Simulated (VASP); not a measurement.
# H19C2NO8 in VASP: single point with PBEsol

Aim: the single point of H19C2NO8 with PBEsol.

Program: VASP 6.6.1. These are calculated values, not measurements. Logs are shortened: lines on timing, memory, paths and dates and some standing lists are left out, and cuts for length are marked.

## (1) The cell of the first run

The cell holds a disordered packing, 30 atoms: a = 6.889 Å, b = 6.889 Å, c = 6.889 Å, α = 90.00°, β = 90.00°, γ = 90.00°.

## (2) Single point, PBEsol

INCAR

```
PREC     = Accurate       # precision mode
ENCUT    = 520            # plane-wave cutoff, eV
EDIFF    = 1E-6           # SCF threshold, eV
ISMEAR   = -1             # smearing method
SIGMA    = 0.05           # smearing width, eV
LREAL    = Auto         
LASPH    = True           # aspherical terms in the spheres
NELM     = 80             # most SCF steps
ALGO     = Normal         # electronic algorithm
ISIF     = 2              # what is computed and relaxed
LWAVE    = False          # write WAVECAR
LCHARG   = False          # write CHGCAR
GGA      = PS             # functional
NBANDS   = 61             # bands
```

KPOINTS

```
Automatic mesh
0
Gamma
  1 1 1
```

POSCAR

```
H19C2NO8
1.0
    6.8894190000      0.0000000000      0.0000000000
    0.0000000000      6.8894190000      0.0000000000
    0.0000000000      0.0000000000      6.8894190000
O H C N
8 19 2 1
Direct
    0.1262753566      0.9987852495      0.9553711577
    0.4079798089      0.2386180059      0.8659927913
    0.2874187708      0.4238868305      0.1673598816
    0.9267894517      0.3281036100      1.0644353525
    0.7553395088      0.4248077534      0.7145603010
    0.6837047662     -0.0533690601      0.2949142121
    0.0687637059      0.9185441404      0.3496523322
    0.3627185850      0.1484900023      0.4530516689
    0.2494210258      1.0664072628      0.9146607423
    0.0705900366      0.9416502080      0.8393337016
    0.5461797158      0.2626058183      0.8403338810
    0.3711704760      0.3210006413      0.9868451982
    0.1446053556      0.4064628827      0.1435438542
    0.3199282679      0.3417429552      0.2809979772
    0.8781902420      0.3774917764      0.9386785486
    0.9800189145      0.1989470671      1.0299477051
    0.7012530185      0.5579332885      0.7178511038
    0.7864330189      0.4002805635      0.5783853225
    0.5790498847      0.0240350582      0.3577808864
    0.6503054297     -0.0584321764      0.1573862976
   -0.0758475310      0.9386872279      0.3433370426
    0.1042733697      0.9104094247      0.2107777519
    0.3716218064      0.1705905477      0.5942892206
    0.2424361012      0.0678495247      0.4299408357
    0.1225747017      0.6403786658      0.7901604198
    0.1730302659      0.7084903777      0.5380573853
    0.2572441518      0.4773641069      0.6405596438
    0.2302836327      0.6334499901      0.6705238724
    0.4099365394      0.7198752718      0.7322143221
    0.5587354222      0.7865031855      0.7768992900
```

Potentials or basis: VASP PAW PBE potentials, release 64 (O, H, C, N).

On the command line:

```bash
cat potpaw_PBE.64/O/POTCAR potpaw_PBE.64/H/POTCAR potpaw_PBE.64/C/POTCAR potpaw_PBE.64/N/POTCAR > POTCAR
mpirun -np 1 vasp_gam > vasp.out
```

OUTCAR:

```text
PREC = Accurate
   ENCUT = 520
   EDIFF = 1E-6
   ISMEAR = -1
   LREAL = Auto
   LASPH = True
   NELM = 80
   ISIF = 2
   GGA = PS

 ion  position               nearest neighbor table
   1  0.126  0.999  0.955-  10 0.97   9 1.01
   2  0.408  0.239  0.866-  11 0.98  12 1.04
   3  0.287  0.424  0.167-  14 0.99  13 1.00
   4  0.927  0.328  0.064-  15 0.99  16 0.99
   5  0.755  0.425  0.715-  18 0.98  17 0.99
   6  0.684  0.947  0.295-  20 0.98  19 1.00
   7  0.069  0.919  0.350-  22 0.99  21 1.01
   8  0.363  0.148  0.453-  23 0.99  24 1.01
   9  0.249  0.066  0.915-   1 1.01
  10  0.071  0.942  0.839-   1 0.97
  11  0.546  0.263  0.840-   2 0.98
  12  0.371  0.321  0.987-   2 1.04
  13  0.145  0.406  0.144-   3 1.00
  14  0.320  0.342  0.281-   3 0.99
[... 11 lines left out ...]
  26  0.173  0.708  0.538-  28 1.12
  27  0.257  0.477  0.641-  28 1.11
  28  0.230  0.633  0.671-  25 1.11  27 1.11  26 1.12  29 1.44
  29  0.410  0.720  0.732-  30 1.16  28 1.44
  30  0.559  0.787  0.777-  29 1.16

  LATTYP: Found a simple cubic cell.
 ALAT       =     6.8894190000

  Lattice vectors:

 A1 = (   6.8894190000,   0.0000000000,   0.0000000000)
 A2 = (   0.0000000000,   6.8894190000,   0.0000000000)
 A3 = (   0.0000000000,   0.0000000000,   6.8894190000)

Analysis of symmetry for initial positions (statically):
=====================================================================
 Subroutine PRICEL returns:
 Original cell was already a primitive cell.

 Routine SETGRP: Setting up the symmetry group for a
 simple cubic supercell.

 Subroutine GETGRP returns: Found  1 space group operations
 (whereof  1 operations were pure point group operations)
 out of a pool of 48 trial point group operations.

The static configuration has the point symmetry C_1 .

Analysis of symmetry for dynamics (positions and initial velocities):
=====================================================================
 Subroutine PRICEL returns:
 Original cell was already a primitive cell.

 Routine SETGRP: Setting up the symmetry group for a
 simple cubic supercell.

 Subroutine GETGRP returns: Found  1 space group operations
 (whereof  1 operations were pure point group operations)
 out of a pool of 48 trial point group operations.

The dynamic configuration has the point symmetry C_1 .

 Subroutine INISYM returns: Found  1 space group operations
 (whereof  1 operations are pure point group operations),
 and found     1 'primitive' translations

----------------------------------------------------------------------------------------

                                     Primitive cell

  volume of cell :     327.0000

  direct lattice vectors                    reciprocal lattice vectors
     6.889419000  0.000000000  0.000000000     0.145150121  0.000000000  0.000000000
     0.000000000  6.889419000  0.000000000     0.000000000  0.145150121  0.000000000
     0.000000000  0.000000000  6.889419000     0.000000000  0.000000000  0.145150121

  length of vectors
     6.889419000  6.889419000  6.889419000     0.145150121  0.145150121  0.145150121

  position of ions in fractional coordinates (direct lattice)
     0.126275357  0.998785250  0.955371158
     0.407979809  0.238618006  0.865992791
     0.287418771  0.423886831  0.167359882
     0.926789452  0.328103610  0.064435352
     0.755339509  0.424807753  0.714560301
     0.683704766  0.946630940  0.294914212
[... 22 lines left out ...]
     0.409936539  0.719875272  0.732214322
     0.558735422  0.786503186  0.776899290

  ion indices of the primitive-cell ions
   primitive index   ion index
                 1           1
                 2           2
                 3           3
                 4           4
                 5           5
                 6           6
[... 22 lines left out ...]
                29          29
                30          30

----------------------------------------------------------------------------------------

 KPOINTS: Automatic mesh

Automatic generation of k-mesh.
 Grid dimensions read from file:
 generate k-points for:    1    1    1

 Generating k-lattice:

  Cartesian coordinates                     Fractional coordinates (reciprocal lattice)
     0.145150121  0.000000000  0.000000000     1.000000000  0.000000000  0.000000000
     0.000000000  0.145150121  0.000000000     0.000000000  1.000000000  0.000000000
     0.000000000  0.000000000  0.145150121     0.000000000  0.000000000  1.000000000

  Length of vectors
     0.145150121  0.145150121  0.145150121

  Shift w.r.t. Gamma in fractional coordinates (k-lattice)
     0.000000000  0.000000000  0.000000000

 Subroutine IBZKPT returns following result:
 ===========================================

 Found      1 irreducible k-points:

 Following reciprocal coordinates:
            Coordinates               Weight
  0.000000  0.000000  0.000000      1.000000
   k-points           NKPTS =      1   k-points in BZ     NKDIM =      1   number of bands    NBANDS=     61
   number of dos      NEDOS =    301   number of ions     NIONS =     30
   total plane-waves  NPLWV = 157464
   dimension x,y,z NGX =    54 NGY =   54 NGZ =   54
   dimension x,y,z NGXF=   108 NGYF=  108 NGZF=  108
   ions per type =               8  19   2   1
   NGX,Y,Z   is equivalent  to a cutoff of  13.03, 13.03, 13.03 a.u.
   NGXF,Y,Z  is equivalent  to a cutoff of  26.06, 26.06, 26.06 a.u.
 SYSTEM =  unknown system
   PREC   = accura    normal or accurate (medium, high low for compatibility)
   ISTART =      0    job   : 0-new  1-cont  2-samecut
   ICHARG =      2    charge: 1-file 2-atom 10-const
   ISPIN  =      1    spin polarized calculation?
   LNONCOLLINEAR =      F non collinear calculations
   LSORBIT =      F    spin-orbit coupling
   LASPH  =      T    aspherical Exc in radial PAW
   ENCUT  =  520.0 eV  38.22 Ry    6.18 a.u.  12.81 12.81 12.81*2*pi/ulx,y,z
   NELM   =     80;   NELMIN=  2; NELMDL= -5     # of ELM steps
   EDIFF  = 0.1E-05   stopping-criterion for ELM
   LREAL  =      T    real-space projection
   EDIFFG = 0.1E-04   stopping-criterion for IOM
   NSW    =      0    number of steps for IOM
   IBRION =     -1    ionic relax: 0-MD 1-quasi-New 2-CG
   NFREE  =      0    steps in history (QN), initial steepest desc. (CG)
   ISIF   =      2    stress and relaxation
   ISYM   =      2    0-nonsym 1-usesym 2-fastsym
   POTIM  = 0.5000    time-step for ionic-motion
   TEBEG  =    0.0;   TEEND  =   0.0 temperature during run
   PSTRESS=    0.0 pullay stress
   NELECT =      80.0000    total number of electrons
   NUPDOWN=      -1.0000    fix difference up-down
   EMIN   =  10.00;   EMAX   =-10.00  energy-range for DOS
   EFERMI =   0.00;   METHOD = LEGACY
   ISMEAR =    -1;   SIGMA  =   0.05  broadening in eV -4-tet -1-fermi 0-gaus
   EFERMI_NEDOS =   21; number of points for ismear=-14 and -15
   IALGO  =     38    algorithm
   IMIX   =      4    mixing-type and parameters
     AMIX     =   0.40;   BMIX     =  1.00
     AMIX_MAG =   1.60;   BMIX_MAG =  1.00
  volume/ion in A,a.u.               =      10.90        73.56
  Fermi-wavevector in a.u.,A,eV,Ry     =   1.023895  1.934882 14.263826  1.048362
  Thomas-Fermi vector in A             =   2.157653
   LORBIT       =      0    0 simple, 1 ext, 2 COOP (PROOUT), +10 PAW based schemes
   GGA     = PS    functional components
   LHFCALC =     F    Hartree Fock is set to
   AEXX    =    0.0000 exact exchange contribution
   IVDW    =     0    specifies the selected vdW correction
   LEPSILON=     F    determine dielectric tensor
   LRPA    =     F    only Hartree local field effects (RPA)
 non-spin polarized calculation
  energy-cutoff  :      520.00
  volume of cell :      327.00
 maximum number of plane-waves:      4415
 NGX is ok and might be reduce to    50
   NGX = 25   NGY = 25   NGZ = 25

 number of electron      80.0000017 magnetization

 Free energy of the ion-electron system (eV)
  ---------------------------------------------------
  ext. energy  EPLUGINS =         0.00000000
  ---------------------------------------------------
  free energy    TOTEN  =      -155.99847307 eV

  energy without entropy =     -155.99847307  energy(sigma->0) =     -155.99847307

 E-fermi :  -2.3018     XC(G=0):  -6.6512

 val. band max:       -3.5929173458   @ k =   0.0000   0.0000   0.0000
 cond. band min:       1.2229933257   @ k =   0.0000   0.0000   0.0000
 fundamental gap:      4.8159106715
 Fermi energy:        -2.3018415871

 k-point     1 :       0.0000    0.0000    0.0000
  band No.  band energies     occupation
      1     -22.6975      2.00000
      2     -22.5398      2.00000
      3     -22.1263      2.00000
      4     -21.8167      2.00000
      5     -21.5932      2.00000
      6     -21.5067      2.00000
[... 44 lines left out ...]
     51       6.1209      0.00000
     52       6.3911      0.00000
 [bands above 52 left out]

------------------------ aborting loop because EDIFF is reached ----------------------------------------

  FORCE on cell =-STRESS in cart. coord.  units (eV):
  Direction    XX          YY          ZZ          XY          YZ          ZX
  --------------------------------------------------------------------------------------
  -------------------------------------------------------------------------------------
  Total       -0.5050763      0.2922697     -2.0571307     -0.2747811     -0.1295367     -0.0705620
  in kB       -2.4746841      1.4320116    -10.0791675     -1.3463241     -0.6346810     -0.3457274
  external PRESSURE =      -3.7072800 kB  Pullay stress =       0.0000000 kB

 VOLUME and BASIS-vectors are now :
 -----------------------------------------------------------------------------
  energy-cutoff  :      520.00
  volume of cell :      327.00
      direct lattice vectors                 reciprocal lattice vectors
     6.889419000  0.000000000  0.000000000     0.145150121  0.000000000  0.000000000
     0.000000000  6.889419000  0.000000000     0.000000000  0.145150121  0.000000000
     0.000000000  0.000000000  6.889419000     0.000000000  0.000000000  0.145150121

 POSITION                                       TOTAL-FORCE (eV/Angst)
 -----------------------------------------------------------------------------------
      0.86996      6.88105      6.58195        -0.022561      0.019882      0.163649
      2.81074      1.64394      5.96619        -0.059954     -0.048140     -0.020887
      1.98015      2.92033      1.15301         0.123992      0.049429     -0.109752
      6.38504      2.26044      0.44392         0.034635      0.087983     -0.034100
      5.20385      2.92668      4.92291         0.012412     -0.013384     -0.140591
      4.71033      6.52174      2.03179        -0.062098      0.086359      0.082100
[... 22 lines left out ...]
      2.82422      4.95952      5.04453        -0.291876     -0.083448     -0.190273
      3.84936      5.41855      5.35238         0.273871      0.046906      0.112067
 -----------------------------------------------------------------------------------
    total drift:                               -0.003626      0.015013      0.003212

  FREE ENERGIE OF THE ION-ELECTRON SYSTEM (eV)
  ---------------------------------------------------
  free  energy   TOTEN  =      -155.9984730733 eV

  energy  without entropy=     -155.9984730733  energy(sigma->0) =     -155.99847307
```

Run time: 65 s. Hardware: 1 thread of Intel Xeon Platinum 8259CL at 2.50GHz (Skylake/Cascade Lake), shared host; peak memory 0.36 GiB.

What came out:

```
Free energy   : -155.9985 eV
Pressure      : -0.4 GPa
Largest force : 0.358 eV/Å
```

Forces in eV/Å, atoms in the order of the input:
```
O   -0.023  0.020  0.164
O   -0.060 -0.048 -0.021
O    0.124  0.049 -0.110
O    0.035  0.088 -0.034
O    0.012 -0.013 -0.141
O   -0.062  0.086  0.082
O   -0.052  0.016 -0.108
O    0.052  0.046  0.028
H    0.135  0.071 -0.041
H   -0.073 -0.062 -0.082
H    0.044  0.009 -0.042
H   -0.048  0.049 -0.006
H   -0.105 -0.006 -0.033
H   -0.003 -0.092  0.083
H   -0.022  0.009  0.029
H    0.053 -0.141  0.001
H   -0.047  0.042  0.091
H    0.027 -0.049  0.105
H   -0.037 -0.084 -0.047
H    0.005 -0.005  0.034
H    0.004  0.033  0.068
H    0.045  0.007  0.044
H    0.004  0.075  0.068
H   -0.054 -0.100 -0.110
H    0.150 -0.054 -0.155
H    0.102 -0.128  0.220
H   -0.049  0.216  0.007
C   -0.137  0.002 -0.017
C   -0.292 -0.083 -0.190
N    0.274  0.047  0.112
```

Stress tensor (GPa, compression positive):
```
-0.25 -0.13 -0.03
-0.13  0.14 -0.06
-0.03 -0.06 -1.01
```

Caveat: the k points lie up to 0.91 Å⁻¹ apart; the PAW data sets were made with another functional, which shifts forces and pressure a little.
